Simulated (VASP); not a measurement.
# Sb (R-3m) in VASP: notebook, part 2 of 2

VASP 6.6.1. Earlier steps stand in the parts before.

## 3. Single point, r2SCAN

POSCAR

```
Sb
1.0
    2.1706020527      1.2531976795      3.8710910875
   -2.1706020527      1.2531976795      3.8710910875
    0.0000000000     -2.5063953589      3.8710910875
Sb
2
Direct
    0.2313018333      0.2313018333      0.2313018333
    0.7686981667      0.7686981667      0.7686981667
```

INCAR.step1

```
SYSTEM = Sb
ALGO = Normal
EDIFF = 1E-4
ENCUT = 520
GGA = PE
ISMEAR = -1
LASPH = .True.
LCHARG = .False.
LREAL = .False.
LWAVE = .True.
NBANDS = 12
NELM = 60
PREC = Accurate
SIGMA = 0.1
```

INCAR.step2

```
SYSTEM = Sb
ALGO = Normal
EDIFF = 1E-6
ENCUT = 520
ISIF = 2
ISMEAR = -1
ISTART = 1
LASPH = .True.
LCHARG = .False.
LMIXTAU = .True.
LREAL = .False.
LWAVE = .False.
METAGGA = R2SCAN
NBANDS = 12
NELM = 60
PREC = Accurate
SIGMA = 0.1
```

KPOINTS

```
k-points
0
Gamma
  13 13 13
  0 0 0
```

Potentials or basis: VASP PAW PBE potentials, release 64 (Sb).

Started as:

```sh
$ cat potpaw_PBE.64/Sb/POTCAR > POTCAR
$ cp INCAR.step1 INCAR
$ mpirun -np 1 vasp_std > vasp.out
$ cp INCAR.step2 INCAR
$ mpirun -np 1 vasp_std > vasp.out
```

OUTCAR:

```text
SYSTEM = Sb
   EDIFF = 1E-6
   ENCUT = 520
   ISIF = 2
   ISMEAR = -1
   ISTART = 1
   LASPH = .True.
   LREAL = .False.
   METAGGA = R2SCAN
   NELM = 60
   PREC = Accurate

 ion  position               nearest neighbor table
   1  0.231  0.231  0.231-   2 2.92   2 2.92   2 2.92   2 3.45   2 3.45   2 3.45
   2  0.769  0.769  0.769-   1 2.92   1 2.92   1 2.92   1 3.45   1 3.45   1 3.45

  LATTYP: Found a trigonal (rhomboedric) cell.
 ALAT       =     4.6116552238
 COS(alpha) =     0.5569255040

  Lattice vectors:

 A1 = (   2.1706020527,   1.2531976795,   3.8710910875)
 A2 = (  -2.1706020527,   1.2531976795,   3.8710910875)
 A3 = (   0.0000000000,  -2.5063953589,   3.8710910875)

Analysis of symmetry for initial positions (statically):
=====================================================================
 Subroutine PRICEL returns:
 Original cell was already a primitive cell.

 Routine SETGRP: Setting up the symmetry group for a
 trigonal (rhombohedral) supercell.

 Subroutine GETGRP returns: Found 12 space group operations
 (whereof 12 operations were pure point group operations)
 out of a pool of 12 trial point group operations.

The static configuration has the point symmetry D_3d.

Analysis of symmetry for dynamics (positions and initial velocities):
=====================================================================
 Subroutine PRICEL returns:
 Original cell was already a primitive cell.

 Routine SETGRP: Setting up the symmetry group for a
 trigonal (rhombohedral) supercell.

 Subroutine GETGRP returns: Found 12 space group operations
 (whereof 12 operations were pure point group operations)
 out of a pool of 12 trial point group operations.

The dynamic configuration has the point symmetry D_3d.

 Subroutine INISYM returns: Found 12 space group operations
 (whereof 12 operations are pure point group operations),
 and found     1 'primitive' translations

----------------------------------------------------------------------------------------

                                     Primitive cell

  volume of cell :      63.1807

  direct lattice vectors                    reciprocal lattice vectors
     2.170602053  1.253197679  3.871091087     0.230350837  0.132993118  0.086108367
    -2.170602053  1.253197679  3.871091087    -0.230350837  0.132993118  0.086108367
     0.000000000 -2.506395359  3.871091087     0.000000000 -0.265986236  0.086108367

  length of vectors
     4.611655224  4.611655224  4.611655224     0.279577053  0.279577053  0.279577053

  position of ions in fractional coordinates (direct lattice)
     0.231301833  0.231301833  0.231301833
     0.768698167  0.768698167  0.768698167

  ion indices of the primitive-cell ions
   primitive index   ion index
                 1           1
                 2           2

----------------------------------------------------------------------------------------

 KPOINTS: k-points

Automatic generation of k-mesh.
 Grid dimensions read from file:
 generate k-points for:   13   13   13

 Generating k-lattice:

[... 23 lines left out ...]
  0.384615 -0.000000  0.000000      6.000000
[... 16 lines left out ...]
  0.384615  0.153846  0.000000     12.000000
  0.461538  0.153846  0.000000     12.000000
 [... further k-points ...]
   k-points           NKPTS =    231   k-points in BZ     NKDIM =    231   number of bands    NBANDS=     12
   number of dos      NEDOS =    301   number of ions     NIONS =      2
   total plane-waves  NPLWV =  46656
   dimension x,y,z NGX =    36 NGY =   36 NGZ =   36
   dimension x,y,z NGXF=    72 NGYF=   72 NGZF=   72
   ions per type =               2
   NGX,Y,Z   is equivalent  to a cutoff of  12.98, 12.98, 12.98 a.u.
   NGXF,Y,Z  is equivalent  to a cutoff of  25.96, 25.96, 25.96 a.u.
 SYSTEM =  Sb
   PREC   = accura    normal or accurate (medium, high low for compatibility)
   ISTART =      1    job   : 0-new  1-cont  2-samecut
   ICHARG =      0    charge: 1-file 2-atom 10-const
   ISPIN  =      1    spin polarized calculation?
   LNONCOLLINEAR =      F non collinear calculations
   LSORBIT =      F    spin-orbit coupling
   LASPH  =      T    aspherical Exc in radial PAW
   ENCUT  =  520.0 eV  38.22 Ry    6.18 a.u.   8.57  8.57  8.57*2*pi/ulx,y,z
   NELM   =     60;   NELMIN=  2; NELMDL=  0     # of ELM steps
   EDIFF  = 0.1E-05   stopping-criterion for ELM
   LREAL  =      F    real-space projection
   EDIFFG = 0.1E-04   stopping-criterion for IOM
   NSW    =      0    number of steps for IOM
   IBRION =     -1    ionic relax: 0-MD 1-quasi-New 2-CG
   NFREE  =      0    steps in history (QN), initial steepest desc. (CG)
   ISIF   =      2    stress and relaxation
   ISYM   =      2    0-nonsym 1-usesym 2-fastsym
   POTIM  = 0.5000    time-step for ionic-motion
   TEBEG  =    0.0;   TEEND  =   0.0 temperature during run
   PSTRESS=    0.0 pullay stress
   NELECT =      10.0000    total number of electrons
   NUPDOWN=      -1.0000    fix difference up-down
   EMIN   =  10.00;   EMAX   =-10.00  energy-range for DOS
   EFERMI =   0.00;   METHOD = LEGACY
   ISMEAR =    -1;   SIGMA  =   0.10  broadening in eV -4-tet -1-fermi 0-gaus
   EFERMI_NEDOS =   21; number of points for ismear=-14 and -15
   IALGO  =     38    algorithm
   IMIX   =      4    mixing-type and parameters
     AMIX     =   0.40;   BMIX     =  1.00
     AMIX_MAG =   1.60;   BMIX_MAG =  1.00
  volume/ion in A,a.u.               =      31.59       213.18
  Fermi-wavevector in a.u.,A,eV,Ry     =   0.885551  1.673448 10.669686  0.784200
  Thomas-Fermi vector in A             =   2.006599
   LORBIT       =      0    0 simple, 1 ext, 2 COOP (PROOUT), +10 PAW based schemes
   METAGGA = R2SCAN    functional components
   LHFCALC =     F    Hartree Fock is set to
   AEXX    =    0.0000 exact exchange contribution
   IVDW    =     0    specifies the selected vdW correction
   LEPSILON=     F    determine dielectric tensor
   LRPA    =     F    only Hartree local field effects (RPA)
 non-spin polarized calculation
  energy-cutoff  :      520.00
  volume of cell :       63.18
 maximum number of plane-waves:      1721
   NGX = 17   NGY = 17   NGZ = 17

 number of electron      10.0000000 magnetization

 Free energy of the ion-electron system (eV)
  ---------------------------------------------------
  ext. energy  EPLUGINS =         0.00000000
  ---------------------------------------------------
  free energy    TOTEN  =       -51.39488958 eV

  energy without entropy =      -51.38750873  energy(sigma->0) =      -51.39119915

 E-fermi :   6.7689     XC(G=0):  -9.7776

 val. band max:        6.7193854255   @ k =   0.4615  -0.0000   0.0000
 cond. band min:       6.8102717131   @ k =   0.3846   0.1538   0.1538
 fundamental gap:      0.0908862876
 Fermi energy:         6.7689136200

 k-point     1 :       0.0000    0.0000    0.0000
  band No.  band energies     occupation
      1      -6.3507      2.00000
      2       1.6560      2.00000
      3       4.4810      2.00000
      4       4.7941      2.00000
      5       4.7941      2.00000
      6       8.6115      0.00000
      7       9.3492      0.00000
      8       9.3492      0.00000
      9      12.2976      0.00000
     10      12.2976      0.00000
     11      12.5239      0.00000
     12      13.8823      0.00000
[... 331 lines left out ...]
 k-point    24 :       0.4615    0.1538    0.0000
  band No.  band energies     occupation
      1      -4.4075      2.00000
      2      -2.3307      2.00000
      3       3.2420      2.00000
      4       3.9072      2.00000
      5       4.9547      2.00000
      6       8.3384      0.00000
      7       8.3552      0.00000
      8       9.2220      0.00000
      9      12.3494      0.00000
     10      15.1253      0.00000
     11      15.4368      0.00000
     12      16.5402      0.00000

 [... further k-points ...]

------------------------ aborting loop because EDIFF is reached ----------------------------------------

  FORCE on cell =-STRESS in cart. coord.  units (eV):
  Direction    XX          YY          ZZ          XY          YZ          ZX
  --------------------------------------------------------------------------------------
  -------------------------------------------------------------------------------------
  Total        0.0454533      0.0454533      0.0443683     -0.0000000      0.0000000      0.0000000
  in kB        1.1526352      1.1526352      1.1251213     -0.0000000      0.0000000      0.0000000
  external PRESSURE =       1.1434639 kB  Pullay stress =       0.0000000 kB

 VOLUME and BASIS-vectors are now :
 -----------------------------------------------------------------------------
  energy-cutoff  :      520.00
  volume of cell :       63.18
      direct lattice vectors                 reciprocal lattice vectors
     2.170602053  1.253197679  3.871091087     0.230350837  0.132993118  0.086108367
    -2.170602053  1.253197679  3.871091087    -0.230350837  0.132993118  0.086108367
     0.000000000 -2.506395359  3.871091087     0.000000000 -0.265986236  0.086108367

 POSITION                                       TOTAL-FORCE (eV/Angst)
 -----------------------------------------------------------------------------------
      0.00000      0.00000      2.68617         0.000000      0.000000      0.072862
      0.00000      0.00000      8.92710         0.000000     -0.000000     -0.072862
 -----------------------------------------------------------------------------------
    total drift:                                0.000000     -0.000000      0.000000

  FREE ENERGIE OF THE ION-ELECTRON SYSTEM (eV)
  ---------------------------------------------------
  free  energy   TOTEN  =       -51.3948895770 eV

  energy  without entropy=      -51.3875087317  energy(sigma->0) =      -51.39119915
```

Run time: 14 min. Hardware: 1 thread of Intel Xeon 8259CL, shared host; peak memory 0.32 GiB.

Results:

```yaml
Free_energy: -51.3949 eV
Pressure: 0.1 GPa
Largest_force: 0.073 eV/Å
Band_gap_on_the_k_mesh: zero (bands 5 and 6 overlap by 0.14 eV)
```

Forces on the atoms (eV/Å):
```
Sb   0.000  0.000  0.073
Sb   0.000  0.000 -0.073
```

Caveat: the PAW data sets were made with another functional, which shifts forces and pressure a little; spin-orbit coupling is left out, which moves the levels of the heavy elements.
